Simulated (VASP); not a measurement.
# LiF (Fm-3m) in VASP: single point with PBE

Aim: the single point of LiF with PBE.

Everything below comes from runs of VASP 6.6.1. Logs are shortened: lines on timing, memory, paths and dates and some standing lists are left out, and cuts for length are marked.

## (1) The cell of the first run

It takes space group Fm-3m (No. 225, cubic). Conventional cell: a = 3.990 Å, b = 3.990 Å, c = 3.990 Å, α = 90.00°, β = 90.00°, γ = 90.00°. Li (site symmetry m-3m) has 6 F at 1.99 Å within 2.6 Å. Within 2.6 Å of F (site symmetry m-3m) lie 6 Li at 1.99 Å.

## (2) Single point, PBE

Contents of INCAR:

```
PREC = Accurate
ENCUT = 750
EDIFF = 1E-6
ISMEAR = 0
SIGMA = 0.01
LREAL = F
LASPH = T
NELM = 120
ALGO = Normal
ISIF = 2
LWAVE = F
LCHARG = F
GGA = PE
NBANDS = 12
GGA_COMPAT = F
```

Contents of KPOINTS:

```
Automatic mesh
0
Gamma
  6 6 6
```

Contents of POSCAR:

```
LiF
1.0
    0.0000000000      1.9948717717      1.9948717717
    1.9948717717      0.0000000000      1.9948717717
    1.9948717717      1.9948717717      0.0000000000
Li F
1 1
Direct
    0.0000000000      0.0000000000      0.0000000000
    0.5000000000      0.5000000000      0.5000000000
```

Potentials or basis: VASP PAW PBE potentials, release 64 (Li_sv, F).

The run is started by

```bash
> cat potpaw_PBE.64/Li_sv/POTCAR potpaw_PBE.64/F/POTCAR > POTCAR
> mpirun -np 1 vasp_std > vasp.out
```

OUTCAR:

```text
PREC = Accurate
   ENCUT = 750
   EDIFF = 1E-6
   ISMEAR = 0
   LREAL = F
   LASPH = T
   NELM = 120
   ISIF = 2
   GGA = PE

 ion  position               nearest neighbor table
   1  0.000  0.000  0.000-   2 1.99   2 1.99   2 1.99   2 1.99   2 1.99   2 1.99
   2  0.500  0.500  0.500-   1 1.99   1 1.99   1 1.99   1 1.99   1 1.99   1 1.99

  LATTYP: Found a face centered cubic cell.
 ALAT       =     3.9897435434

  Lattice vectors:

 A1 = (   0.0000000000,   1.9948717717,   1.9948717717)
 A2 = (   1.9948717717,   0.0000000000,   1.9948717717)
 A3 = (   1.9948717717,   1.9948717717,   0.0000000000)

Analysis of symmetry for initial positions (statically):
=====================================================================
 Subroutine PRICEL returns:
 Original cell was already a primitive cell.

 Routine SETGRP: Setting up the symmetry group for a
 face centered cubic supercell.

 Subroutine GETGRP returns: Found 48 space group operations
 (whereof 48 operations were pure point group operations)
 out of a pool of 48 trial point group operations.

The static configuration has the point symmetry O_h .

Analysis of symmetry for dynamics (positions and initial velocities):
=====================================================================
 Subroutine PRICEL returns:
 Original cell was already a primitive cell.

 Routine SETGRP: Setting up the symmetry group for a
 face centered cubic supercell.

 Subroutine GETGRP returns: Found 48 space group operations
 (whereof 48 operations were pure point group operations)
 out of a pool of 48 trial point group operations.

The dynamic configuration has the point symmetry O_h .

 Subroutine INISYM returns: Found 48 space group operations
 (whereof 48 operations are pure point group operations),
 and found     1 'primitive' translations

----------------------------------------------------------------------------------------

                                     Primitive cell

  volume of cell :      15.8772

  direct lattice vectors                    reciprocal lattice vectors
     0.000000000  1.994871772  1.994871772    -0.250642676  0.250642676  0.250642676
     1.994871772  0.000000000  1.994871772     0.250642676 -0.250642676  0.250642676
     1.994871772  1.994871772  0.000000000     0.250642676  0.250642676 -0.250642676

  length of vectors
     2.821174715  2.821174715  2.821174715     0.434125850  0.434125850  0.434125850

  position of ions in fractional coordinates (direct lattice)
[... 79 lines left out ...]
   TEBEG  =    0.0;   TEEND  =   0.0 temperature during run
   PSTRESS=    0.0 pullay stress
   NELECT =      10.0000    total number of electrons
   NUPDOWN=      -1.0000    fix difference up-down
   EMIN   =  10.00;   EMAX   =-10.00  energy-range for DOS
   EFERMI =   0.00;   METHOD = LEGACY
   ISMEAR =     0;   SIGMA  =   0.01  broadening in eV -4-tet -1-fermi 0-gaus
   EFERMI_NEDOS =   21; number of points for ismear=-14 and -15
   IALGO  =     38    algorithm
   IMIX   =      4    mixing-type and parameters
     AMIX     =   0.40;   BMIX     =  1.00
     AMIX_MAG =   1.60;   BMIX_MAG =  1.00
  volume/ion in A,a.u.               =       7.94        53.57
  Fermi-wavevector in a.u.,A,eV,Ry     =   1.403298  2.651848 26.793201  1.969245
  Thomas-Fermi vector in A             =   2.525974
   LORBIT       =      0    0 simple, 1 ext, 2 COOP (PROOUT), +10 PAW based schemes
   GGA     = PE    functional components
   LHFCALC =     F    Hartree Fock is set to
   AEXX    =    0.0000 exact exchange contribution
   IVDW    =     0    specifies the selected vdW correction
   LEPSILON=     F    determine dielectric tensor
   LRPA    =     F    only Hartree local field effects (RPA)
 non-spin polarized calculation
 Gauss-broadening in eV      SIGMA  =   0.01
  energy-cutoff  :      750.00
  volume of cell :       15.88
 maximum number of plane-waves:       754
 NGX is ok and might be reduce to    28
   NGX = 13   NGY = 13   NGZ = 13

 number of electron      10.0000004 magnetization

 Free energy of the ion-electron system (eV)
  ---------------------------------------------------
  ext. energy  EPLUGINS =         0.00000000
  ---------------------------------------------------
  free energy    TOTEN  =        -9.63388510 eV

  energy without entropy =       -9.63388510  energy(sigma->0) =       -9.63388510

 E-fermi :  -0.6466     XC(G=0): -10.1248

 val. band max:       -0.8526144855   @ k =   0.0000   0.0000   0.0000
 cond. band min:       8.4842072955   @ k =   0.0000   0.0000   0.0000
 fundamental gap:      9.3368217810
 Fermi energy:        -0.6465961464

 k-point     1 :       0.0000    0.0000    0.0000
  band No.  band energies     occupation
      1     -41.6964      2.00000
      2     -20.9047      2.00000
      3      -0.8526      2.00000
      4      -0.8526      2.00000
      5      -0.8526      2.00000
      6       8.4842      0.00000
      7      23.5011      0.00000
      8      23.5011      0.00000
      9      23.5011      0.00000
     10      23.7621      0.00000
     11      23.7621      0.00000
     12      23.7621      0.00000
[... 211 lines left out ...]
 k-point    16 :      -0.3333    0.5000    0.1667
  band No.  band energies     occupation
      1     -41.6126      2.00000
      2     -20.1830      2.00000
      3      -3.5159      2.00000
      4      -2.4788      2.00000
      5      -1.7324      2.00000
      6      14.2813      0.00000
      7      14.7852      0.00000
      8      16.8872      0.00000
      9      18.9777      0.00000
     10      23.4487      0.00000
     11      31.2223      0.00000
     12      33.6620      0.00000

------------------------ aborting loop because EDIFF is reached ----------------------------------------

  FORCE on cell =-STRESS in cart. coord.  units (eV):
  Direction    XX          YY          ZZ          XY          YZ          ZX
  --------------------------------------------------------------------------------------
  -------------------------------------------------------------------------------------
  Total        0.3640564      0.3640564      0.3640564      0.0000000     -0.0000000     -0.0000000
  in kB       36.7370517     36.7370517     36.7370517      0.0000000     -0.0000000     -0.0000000
  external PRESSURE =      36.7370517 kB  Pullay stress =       0.0000000 kB

 VOLUME and BASIS-vectors are now :
 -----------------------------------------------------------------------------
  energy-cutoff  :      750.00
  volume of cell :       15.88
      direct lattice vectors                 reciprocal lattice vectors
     0.000000000  1.994871772  1.994871772    -0.250642676  0.250642676  0.250642676
     1.994871772  0.000000000  1.994871772     0.250642676 -0.250642676  0.250642676
     1.994871772  1.994871772  0.000000000     0.250642676  0.250642676 -0.250642676

 POSITION                                       TOTAL-FORCE (eV/Angst)
 -----------------------------------------------------------------------------------
      0.00000      0.00000      0.00000        -0.000000     -0.000000     -0.000000
      1.99487      1.99487      1.99487         0.000000      0.000000      0.000000
 -----------------------------------------------------------------------------------
    total drift:                                0.000000      0.000000      0.000000

  FREE ENERGIE OF THE ION-ELECTRON SYSTEM (eV)
  ---------------------------------------------------
  free  energy   TOTEN  =        -9.6338850992 eV

  energy  without entropy=       -9.6338850992  energy(sigma->0) =       -9.63388510
```

OSZICAR:

```text
N       E                     dE             d eps       ncg     rms          rms(c)
DAV:   1     0.431111411931E+02    0.43111E+02   -0.70429E+03   384   0.116E+03
DAV:   2    -0.833348181672E+01   -0.51445E+02   -0.50374E+02   460   0.224E+02
DAV:   3    -0.101136573022E+02   -0.17802E+01   -0.17733E+01   496   0.345E+01
DAV:   4    -0.101414333318E+02   -0.27776E-01   -0.27774E-01   472   0.476E+00
DAV:   5    -0.101417541831E+02   -0.32085E-03   -0.32085E-03   484   0.365E-01    0.452E+00
DAV:   6    -0.962467767579E+01    0.51708E+00   -0.24302E+00   420   0.978E+00    0.139E+00
DAV:   7    -0.962791083907E+01   -0.32332E-02   -0.19197E-02   504   0.127E+00    0.866E-01
DAV:   8    -0.963377170560E+01   -0.58609E-02   -0.15146E-02   480   0.135E+00    0.113E-01
DAV:   9    -0.963378991229E+01   -0.18207E-04   -0.89746E-04   440   0.285E-01    0.449E-02
DAV:  10    -0.963388597670E+01   -0.96064E-04   -0.13915E-04   432   0.957E-02    0.157E-02
DAV:  11    -0.963388489828E+01    0.10784E-05   -0.57310E-06   476   0.232E-02    0.297E-03
DAV:  12    -0.963388509923E+01   -0.20095E-06   -0.49694E-07   412   0.633E-03
   1 F= -.96338851E+01 E0= -.96338851E+01  d E =0.000000E+00
```

stdout:

```text
POSCAR found type information on POSCAR LiF
 POSCAR found :  2 types and       2 ions
 scaLAPACK will be used
 LDA part: xc-table for (Slater+PW92), standard interpolation
 POSCAR, INCAR and KPOINTS ok, starting setup
 FFT: planning ... GRIDC
 FFT: planning ... GRID_SOFT
 FFT: planning ... GRID
 WAVECAR not read
 entering main loop
```

Wall time 5 s (1 thread of Intel Xeon 8259CL, shared host); peak memory 0.12 GiB.

What came out:

```yaml
Free_energy: -9.6339 eV
Pressure: 3.7 GPa
Band_gap_on_the_k_mesh: 9.34 eV
```

Caveat: the k points lie up to 0.45 Å⁻¹ apart.
